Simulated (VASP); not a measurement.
Set up this calculation in VASP 6.6.1, as the native input.

```
Task                   : single point
Functional             : PBE
Potentials or basis    : VASP PAW PBE potentials, release 64 (Cr_pv)
Cutoff                 : 520 eV
k mesh                 : 6 × 6 × 6
Occupations            : fermi-dirac, width 0.1 eV
Spin                   : no spin polarisation
Dipole correction      : no
Further INCAR settings : ALGO = Normal; EDIFF = 1e-07; NBANDS = 19
```

The structure of Cr lies in POSCAR:

```
Cr
1.0
    0.0000000000      2.5499081917      2.5499081917
    2.5499081917      0.0000000000      2.5499081917
    2.5499081917      2.5499081917      0.0000000000
Cr
2
Direct
    0.1250000000      0.1250000000      0.1250000000
    0.8750000000      0.8750000000      0.8750000000
```

One way to write it, as run:

INCAR

```
SYSTEM = Cr
PREC = Accurate
ENCUT = 520
EDIFF = 1E-7
ISMEAR = -1
SIGMA = 0.1
LREAL = .FALSE.
LASPH = .TRUE.
NELM = 60
ALGO = Normal
ISIF = 2
LWAVE = .FALSE.
LCHARG = .FALSE.
GGA = PE
NBANDS = 19
```

KPOINTS

```
regular mesh
0
G
  6 6 6
  0 0 0
```

Potentials or basis: VASP PAW PBE potentials, release 64 (Cr_pv).

Run with:

```sh
$ cat potpaw_PBE.64/Cr_pv/POTCAR > POTCAR
$ mpirun -np 1 vasp_std > vasp.out
```

Results of the run:

```json
{
  "Pressure": "0.1 GPa",
  "Band gap on the k mesh": "zero (band 12 reaches 6.47 eV, above the bottom of band 13 at 5.99 eV)"
}
```

Caveat: the run has no spin polarisation, though such a crystal can be magnetic.

Wall time 8.2 s on 1 thread of Intel(R) Xeon(R) Platinum 8488C (Sapphire Rapids) (shared host), peak memory 0.15 GiB.
